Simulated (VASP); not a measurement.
Input of a VASP 6.6.1 run:

The input INCAR:

```
SYSTEM = WC
PREC = Accurate
ENCUT = 520
EDIFF = 1E-6
ISMEAR = -1
SIGMA = 0.05
LREAL = .False.
LASPH = .True.
NELM = 60
ALGO = Normal
ISIF = 2
LWAVE = .False.
LCHARG = .False.
GGA = PS
NBANDS = 16
```

File KPOINTS:

```
regular mesh
0
Gamma
  8 8 8
  0 0 0
```

Contents of POSCAR:

```
WC
1.0
    0.0000000000      2.1926800000      2.1926800000
    2.1926800000      0.0000000000      2.1926800000
    2.1926800000      2.1926800000      0.0000000000
W C
1 1
Direct
    0.0000000000      0.0000000000      0.0100000000
    0.5000000000      0.5000000000      0.5000000000
```

Potentials or basis: VASP PAW PBE potentials, release 64 (W_sv, C).

Command:

```console
$ cat potpaw_PBE.64/W_sv/POTCAR potpaw_PBE.64/C/POTCAR > POTCAR
$ mpirun -np 1 vasp_std > vasp.out
```

Problem. Estimate the pressure.

Solution. -8.6 GPa.

Problem. Estimate the largest force.

Solution. 0.193 eV/Å.

Problem. What does it give for the band gap on the k mesh?

Solution. Zero (bands 9 and 10 overlap by 3.11 eV).

Forces on the atoms (eV/Å):
```
W   -0.136 -0.136  0.000
C    0.136  0.136  0.000
```

Caveat: the cell stands under tension; the PAW data sets were made with another functional, which shifts forces and pressure a little; spin-orbit coupling is left out, which moves the levels of the heavy elements.
